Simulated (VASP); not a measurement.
# Al7Si (Fm-3m) in VASP: density of states with PBEsol

Aim: the density of states of Al7Si with PBEsol.

All numbers are computed with VASP 6.6.1; they aren't measurements. Logs are shortened: lines on timing, memory, paths and dates and some standing lists are left out, and cuts for length are marked.

**1. The cell of the first run**

The structure is cubic, space group Fm-3m (No. 225). Conventional cell: a = 8.037 Å, b = 8.037 Å, c = 8.037 Å, α = 90.00°, β = 90.00°, γ = 90.00°. Within 3.7 Å of Al (site symmetry mmm) lie 10 Al at 2.84 Å and 2 Si at 2.84 Å. Al (site symmetry m-3m) has 12 Al at 2.84 Å within 3.7 Å. Within 3.7 Å of Si (site symmetry m-3m) lie 12 Al at 2.84 Å.

**2. Density of states, PBEsol**

Contents of POSCAR:

```
Al7Si
1.0
    0.0000000000      4.0186148666      4.0186148666
    4.0186148666      0.0000000000      4.0186148666
    4.0186148666      4.0186148666      0.0000000000
Al Si
7 1
Direct
    0.0000000000      0.0000000000      0.5000000000
    0.0000000000      0.5000000000      0.0000000000
    0.0000000000      0.5000000000      0.5000000000
    0.5000000000      0.0000000000      0.0000000000
    0.5000000000      0.0000000000      0.5000000000
    0.5000000000      0.5000000000      0.0000000000
    0.5000000000      0.5000000000      0.5000000000
    0.0000000000      0.0000000000      0.0000000000
```

Contents of INCAR.step1:

```
SYSTEM = Al7Si
ALGO     = Normal         ! electronic algorithm
EDIFF    = 1E-7           ! SCF threshold, eV
ENCUT    = 520            ! plane-wave cutoff, eV
GGA      = PS             ! functional
ISIF     = 2              ! what is computed and relaxed
ISMEAR   = 0              ! smearing method
LASPH    = .TRUE.         ! aspherical terms in the spheres
LCHARG   = .TRUE.         ! write CHGCAR
LREAL    = .FALSE.        ! projectors in reciprocal space
LWAVE    = .FALSE.        ! write WAVECAR
NBANDS   = 22             ! bands
NELM     = 100            ! most SCF steps
PREC     = Accurate       ! precision mode
SIGMA    = 0.1            ! smearing width, eV
```

Contents of KPOINTS.step1:

```
k-points
0
G
  8 8 8
  0 0 0
```

Contents of INCAR.step2:

```
SYSTEM = Al7Si
ALGO     = Normal         ! electronic algorithm
EDIFF    = 1E-7           ! SCF threshold, eV
ENCUT    = 520            ! plane-wave cutoff, eV
GGA      = PS             ! functional
ICHARG   = 11             ! starting density
ISIF     = 2              ! what is computed and relaxed
ISMEAR   = -5             ! smearing method
LASPH    = .TRUE.         ! aspherical terms in the spheres
LCHARG   = .FALSE.        ! write CHGCAR
LORBIT   = 10             ! projections on sites
LREAL    = .FALSE.        ! projectors in reciprocal space
LWAVE    = .FALSE.        ! write WAVECAR
NEDOS    = 1001           ! points of the DOS
NELM     = 100            ! most SCF steps
PREC     = Accurate       ! precision mode
SIGMA    = 0.1            ! smearing width, eV
```

Contents of KPOINTS.step2:

```
k-points
0
G
  12 12 12
  0 0 0
```

Potentials or basis: VASP PAW PBE potentials, release 64 (Al, Si).

Launch:

```
cat potpaw_PBE.64/Al/POTCAR potpaw_PBE.64/Si/POTCAR > POTCAR
cp INCAR.step1 INCAR
cp KPOINTS.step1 KPOINTS
mpirun -np 1 vasp_std > vasp.out
cp INCAR.step2 INCAR
cp KPOINTS.step2 KPOINTS
mpirun -np 1 vasp_std > vasp.out
```

OUTCAR:

```text
SYSTEM = Al7Si
   EDIFF = 1E-7
   ENCUT = 520
   GGA = PS
   ICHARG = 11
   ISIF = 2
   ISMEAR = -5
   LASPH = .TRUE.
   LORBIT = 10
   LREAL = .FALSE.
   NELM = 100
   PREC = Accurate

 ion  position               nearest neighbor table
   1  0.000  0.000  0.500-   3 2.84   5 2.84   8 2.84   2 2.84   4 2.84   8 2.84   2 2.84   3 2.84
                             7 2.84   4 2.84   5 2.84   7 2.84
   2  0.000  0.500  0.000-   3 2.84   6 2.84   8 2.84   1 2.84   3 2.84   7 2.84   1 2.84   4 2.84
                             8 2.84   4 2.84   6 2.84   7 2.84
   3  0.000  0.500  0.500-   1 2.84   2 2.84   7 2.84   2 2.84   6 2.84   8 2.84   1 2.84   5 2.84
                             8 2.84   5 2.84   6 2.84   7 2.84
   4  0.500  0.000  0.000-   5 2.84   6 2.84   8 2.84   1 2.84   5 2.84   7 2.84   2 2.84   6 2.84
                             7 2.84   1 2.84   2 2.84   8 2.84
   5  0.500  0.000  0.500-   1 2.84   4 2.84   7 2.84   4 2.84   6 2.84   8 2.84   3 2.84   6 2.84
                             7 2.84   1 2.84   3 2.84   8 2.84
   6  0.500  0.500  0.000-   2 2.84   4 2.84   7 2.84   3 2.84   5 2.84   7 2.84   4 2.84   5 2.84
                             8 2.84   2 2.84   3 2.84   8 2.84
   7  0.500  0.500  0.500-   3 2.84   5 2.84   6 2.84   2 2.84   4 2.84   6 2.84   1 2.84   4 2.84
                             5 2.84   1 2.84   2 2.84   3 2.84
   8  0.000  0.000  0.000-   1 2.84   2 2.84   4 2.84   1 2.84   3 2.84   5 2.84   2 2.84   3 2.84
                             6 2.84   4 2.84   5 2.84   6 2.84

  LATTYP: Found a face centered cubic cell.
 ALAT       =     8.0372297332

  Lattice vectors:

 A1 = (   0.0000000000,   4.0186148666,   4.0186148666)
 A2 = (   4.0186148666,   0.0000000000,   4.0186148666)
 A3 = (   4.0186148666,   4.0186148666,   0.0000000000)

Analysis of symmetry for initial positions (statically):
=====================================================================
 Subroutine PRICEL returns:
 Original cell was already a primitive cell.

 Routine SETGRP: Setting up the symmetry group for a
 face centered cubic supercell.

 Subroutine GETGRP returns: Found 48 space group operations
 (whereof 48 operations were pure point group operations)
 out of a pool of 48 trial point group operations.

The static configuration has the point symmetry O_h .

Analysis of symmetry for dynamics (positions and initial velocities):
=====================================================================
 Subroutine PRICEL returns:
 Original cell was already a primitive cell.

 Routine SETGRP: Setting up the symmetry group for a
 face centered cubic supercell.

 Subroutine GETGRP returns: Found 48 space group operations
 (whereof 48 operations were pure point group operations)
 out of a pool of 48 trial point group operations.

The dynamic configuration has the point symmetry O_h .

 Subroutine INISYM returns: Found 48 space group operations
 (whereof 48 operations are pure point group operations),
 and found     1 'primitive' translations

----------------------------------------------------------------------------------------

                                     Primitive cell

  volume of cell :     129.7954

  direct lattice vectors                    reciprocal lattice vectors
     0.000000000  4.018614867  4.018614867    -0.124420980  0.124420980  0.124420980
     4.018614867  0.000000000  4.018614867     0.124420980 -0.124420980  0.124420980
     4.018614867  4.018614867  0.000000000     0.124420980  0.124420980 -0.124420980

  length of vectors
     5.683179646  5.683179646  5.683179646     0.215503459  0.215503459  0.215503459

  position of ions in fractional coordinates (direct lattice)
     0.000000000  0.000000000  0.500000000
     0.000000000  0.500000000  0.000000000
     0.000000000  0.500000000  0.500000000
     0.500000000  0.000000000  0.000000000
     0.500000000  0.000000000  0.500000000
     0.500000000  0.500000000  0.000000000
     0.500000000  0.500000000  0.500000000
     0.000000000  0.000000000  0.000000000

  ion indices of the primitive-cell ions
   primitive index   ion index
                 1           1
                 2           2
                 3           3
                 4           4
                 5           5
                 6           6
                 7           7
                 8           8

----------------------------------------------------------------------------------------

 KPOINTS: k-points

Automatic generation of k-mesh.
 Grid dimensions read from file:
 generate k-points for:   12   12   12

 Generating k-lattice:

  Cartesian coordinates                     Fractional coordinates (reciprocal lattice)
    -0.010368415  0.010368415  0.010368415     0.083333333  0.000000000  0.000000000
     0.010368415 -0.010368415  0.010368415     0.000000000  0.083333333  0.000000000
     0.010368415  0.010368415 -0.010368415     0.000000000  0.000000000  0.083333333

  Length of vectors
     0.017958622  0.017958622  0.017958622

  Shift w.r.t. Gamma in fractional coordinates (k-lattice)
     0.000000000  0.000000000  0.000000000

 TETIRR: Found    247 inequivalent tetrahedra from    10368

 Subroutine IBZKPT returns following result:
 ===========================================

 Found     72 irreducible k-points:

 Following reciprocal coordinates:
            Coordinates               Weight
  0.000000  0.000000  0.000000      1.000000
  0.083333  0.000000  0.000000      8.000000
  0.166667  0.000000  0.000000      8.000000
  0.250000  0.000000  0.000000      8.000000
  0.333333  0.000000  0.000000      8.000000
  0.416667  0.000000  0.000000      8.000000
[... 16 lines left out ...]
  0.500000  0.166667  0.000000     24.000000
 -0.416667  0.166667  0.000000     24.000000
 [... further k-points ...]
   k-points           NKPTS =     72   k-points in BZ     NKDIM =     72   number of bands    NBANDS=     17
   number of dos      NEDOS =   1001   number of ions     NIONS =      8
   total plane-waves  NPLWV =  74088
   dimension x,y,z NGX =    42 NGY =   42 NGZ =   42
   dimension x,y,z NGXF=    84 NGYF=   84 NGZF=   84
   ions per type =               7   1
   NGX,Y,Z   is equivalent  to a cutoff of  12.29, 12.29, 12.29 a.u.
   NGXF,Y,Z  is equivalent  to a cutoff of  24.57, 24.57, 24.57 a.u.
 SYSTEM =  Al7Si
   PREC   = accura    normal or accurate (medium, high low for compatibility)
   ISTART =      0    job   : 0-new  1-cont  2-samecut
   ICHARG =     11    charge: 1-file 2-atom 10-const
   ISPIN  =      1    spin polarized calculation?
   LNONCOLLINEAR =      F non collinear calculations
   LSORBIT =      F    spin-orbit coupling
   LASPH  =      T    aspherical Exc in radial PAW
   ENCUT  =  520.0 eV  38.22 Ry    6.18 a.u.  10.57 10.57 10.57*2*pi/ulx,y,z
   NELM   =    100;   NELMIN=  2; NELMDL=  0     # of ELM steps
   EDIFF  = 0.1E-06   stopping-criterion for ELM
   LREAL  =      F    real-space projection
   EDIFFG = 0.1E-05   stopping-criterion for IOM
   NSW    =      0    number of steps for IOM
   IBRION =     -1    ionic relax: 0-MD 1-quasi-New 2-CG
   NFREE  =      0    steps in history (QN), initial steepest desc. (CG)
   ISIF   =      2    stress and relaxation
   ISYM   =      2    0-nonsym 1-usesym 2-fastsym
   POTIM  = 0.5000    time-step for ionic-motion
   TEBEG  =    0.0;   TEEND  =   0.0 temperature during run
   PSTRESS=    0.0 pullay stress
   NELECT =      25.0000    total number of electrons
   NUPDOWN=      -1.0000    fix difference up-down
   EMIN   =  10.00;   EMAX   =-10.00  energy-range for DOS
   EFERMI =   0.00;   METHOD = LEGACY
   ISMEAR =    -5;   SIGMA  =   0.10  broadening in eV -4-tet -1-fermi 0-gaus
   EFERMI_NEDOS =   21; number of points for ismear=-14 and -15
   IALGO  =     38    algorithm
   IMIX   =      4    mixing-type and parameters
     AMIX     =   0.40;   BMIX     =  1.00
     AMIX_MAG =   1.60;   BMIX_MAG =  1.00
  volume/ion in A,a.u.               =      16.22       109.49
  Fermi-wavevector in a.u.,A,eV,Ry     =   0.945442  1.786627 12.161724  0.893861
  Thomas-Fermi vector in A             =   2.073344
   LORBIT       =     10    0 simple, 1 ext, 2 COOP (PROOUT), +10 PAW based schemes
   GGA     = PS    functional components
   LHFCALC =     F    Hartree Fock is set to
   AEXX    =    0.0000 exact exchange contribution
   IVDW    =     0    specifies the selected vdW correction
   LEPSILON=     F    determine dielectric tensor
   LRPA    =     F    only Hartree local field effects (RPA)
 non-spin polarized calculation
 Fermi weights with tetrahedron method with Bloechl corrections
  energy-cutoff  :      520.00
  volume of cell :      129.80
 maximum number of plane-waves:      3523

 number of electron      25.0000001 magnetization

 Free energy of the ion-electron system (eV)
  ---------------------------------------------------
  ext. energy  EPLUGINS =         0.00000000
  ---------------------------------------------------
  free energy    TOTEN  =       -34.06561781 eV

  energy without entropy =      -34.06561781  energy(sigma->0) =      -34.06561781

 E-fermi :   8.2131     XC(G=0): -10.3754

 val. band max:        8.3149263967   @ k =  -0.4167   0.1667   0.0000
 cond. band min:       8.0919827923   @ k =  -0.4167   0.4167   0.1667
 fundamental gap:     -0.2229436044
 Fermi energy:         8.2130842021

 k-point     1 :       0.0000    0.0000    0.0000
  band No.  band energies     occupation
      1      -3.4475      2.00000
      2       2.0298      2.00000
      3       3.1732      2.00000
      4       3.1732      2.00000
      5       3.1732      2.00000
      6       3.5493      2.00000
[... 9 lines left out ...]
     16      12.9843      0.00000
     17      12.9866      0.00000

 k-point     2 :       0.0833    0.0000    0.0000
  band No.  band energies     occupation
      1      -3.4015      2.00000
      2       1.7472      2.00000
      3       2.7848      2.00000
      4       3.0475      2.00000
      5       3.0475      2.00000
      6       3.5431      2.00000
[... 9 lines left out ...]
     16      12.0649      0.00000
     17      12.3726      0.00000
[... 421 lines left out ...]
 k-point    24 :      -0.4167    0.1667    0.0000
  band No.  band energies     occupation
      1      -1.9821      2.00000
      2      -1.1933      2.00000
      3       0.8529      2.00000
      4       1.9910      2.00000
      5       2.1536      2.00000
      6       3.7017      2.00000
[... 9 lines left out ...]
     16      10.9262      0.00000
     17      11.0768      0.00000

 [... further k-points ...]
[... 5 lines left out ...]
  --------------------------------------------------------------------------------------
  -------------------------------------------------------------------------------------
  Total       -1.3862365     -1.3862365     -1.3862365      0.0000000      0.0000000     -0.0000000
  in kB      -17.1115266    -17.1115266    -17.1115266      0.0000000      0.0000000     -0.0000000
  external PRESSURE =     -17.1115266 kB  Pullay stress =       0.0000000 kB

 VOLUME and BASIS-vectors are now :
 -----------------------------------------------------------------------------
  energy-cutoff  :      520.00
  volume of cell :      129.80
      direct lattice vectors                 reciprocal lattice vectors
     0.000000000  4.018614867  4.018614867    -0.124420980  0.124420980  0.124420980
     4.018614867  0.000000000  4.018614867     0.124420980 -0.124420980  0.124420980
     4.018614867  4.018614867  0.000000000     0.124420980  0.124420980 -0.124420980

 POSITION                                       TOTAL-FORCE (eV/Angst)
 -----------------------------------------------------------------------------------
      2.00931      2.00931      0.00000         0.000000     -0.000000     -0.000000
      2.00931      0.00000      2.00931        -0.000000     -0.000000      0.000000
      4.01861      2.00931      2.00931         0.000000      0.000000     -0.000000
      0.00000      2.00931      2.00931        -0.000000      0.000000     -0.000000
      2.00931      4.01861      2.00931        -0.000000      0.000000      0.000000
      2.00931      2.00931      4.01861         0.000000     -0.000000      0.000000
      4.01861      4.01861      4.01861        -0.000000     -0.000000     -0.000000
      0.00000      0.00000      0.00000        -0.000000     -0.000000     -0.000000
 -----------------------------------------------------------------------------------
    total drift:                                0.000000      0.000000     -0.000000

  FREE ENERGIE OF THE ION-ELECTRON SYSTEM (eV)
  ---------------------------------------------------
  free  energy   TOTEN  =       -34.0656178051 eV

  energy  without entropy=      -34.0656178051  energy(sigma->0) =      -34.06561781

 total charge

# of ion       s       p       d       tot
------------------------------------------
    1        0.434   0.334   0.000   0.767
    2        0.434   0.334   0.000   0.767
    3        0.434   0.334   0.000   0.767
    4        0.434   0.334   0.000   0.767
    5        0.434   0.334   0.000   0.767
    6        0.434   0.334   0.000   0.767
    7        0.428   0.345   0.000   0.773
    8        0.812   0.743   0.000   1.556
--------------------------------------------------
tot          3.843   3.089   0.000   6.932
```

Run time: 2.3 min. Hardware: 1 thread of Intel Xeon Platinum 8259CL at 2.50GHz (Skylake/Cascade Lake), shared host; peak memory 0.32 GiB.

What came out:

```yaml
Valence_electrons_inside_the_program's_atomic_spheres: Al 0.77; Si 1.56
```

Levels at points of the mesh, in eV from the Fermi level:
```csv
k point,band 10,band 11,band 12,band 13,band 14,band 15,band 16,band 17
"(0.00, 0.00, 0.00)",-3.21,-3.21,-3.21,-2.21,-1.65,-1.65,4.77,4.77
"(0.50, 0.00, 0.00)",-1.40,-1.02,-1.02,-0.82,-0.82,2.72,2.82,3.43
"(0.50, 0.50, 0.00)",-0.90,-0.52,-0.23,0.07,0.63,1.18,1.18,1.19
```

Caveat: the PAW data sets were made with another functional, which shifts forces and pressure a little; tetrahedron occupations give inexact forces and stress in metals.
